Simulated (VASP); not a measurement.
# MoS2: single point with LDA

The system is MoS2.

```
Mo S
1.0
     0.00000    4.79960    4.79960
     4.79960    0.00000    4.79960
     4.79960    4.79960    0.00000
Mo S
4 8
Direct
  0.14115 0.14115 0.14115
  0.14115 0.14115 0.57654
  0.14115 0.57654 0.14115
  0.57654 0.14115 0.14115
  0.84473 0.38509 0.38509
  0.38509 0.38509 0.84473
  0.38509 0.84473 0.38509
  0.88152 0.35543 0.88152
  0.35543 0.88152 0.88152
  0.88152 0.88152 0.88152
  0.88152 0.88152 0.35543
  0.38509 0.38509 0.38509
```

```json
{
 "Program": "VASP 6.6.1",
 "Task": "single point",
 "Functional": "LDA",
 "Potentials or basis": "VASP PAW LDA potentials, release 64 (Mo_sv, S)",
 "Cutoff": "520 eV",
 "k mesh": "4 × 4 × 4",
 "Occupations": "fermi-dirac, width 0.15 eV",
 "Spin": "no spin polarisation"
}
```

```yaml
Pressure: -7.0 GPa
Largest_force: 0.564 eV/Å
Band_gap_on_the_k_mesh: zero (band 52 reaches 6.89 eV, above the bottom of band 53 at 6.47 eV)
```

Forces on the atoms (eV/Å):
```
Mo   0.325  0.325  0.325
Mo  -0.325 -0.325  0.325
Mo  -0.325  0.325 -0.325
Mo   0.325 -0.325 -0.325
S   -0.233  0.233  0.233
S    0.233  0.233 -0.233
S    0.233 -0.233  0.233
S   -0.189  0.189 -0.189
S    0.189 -0.189 -0.189
S    0.189  0.189  0.189
S   -0.189 -0.189  0.189
S   -0.233 -0.233 -0.233
```

Levels at points of the mesh, in eV from the Fermi level:
```tsv
k point	band 49	band 50	band 51	band 52	band 53	band 54	band 55	band 56
(0.00, 0.00, 0.00)	-0.34	-0.34	-0.34	0.34	0.34	0.34	1.73	1.73
(0.50, 0.00, 0.00)	-0.75	-0.66	-0.66	-0.08	-0.08	0.29	1.84	1.84
(0.50, 0.50, 0.00)	-0.97	-0.68	-0.45	-0.25	0.35	0.35	1.72	1.73
```

Run time: 94 s on 1 thread of Intel(R) Xeon(R) 6975P-C (Granite Rapids) (shared host), peak memory 0.31 GiB.
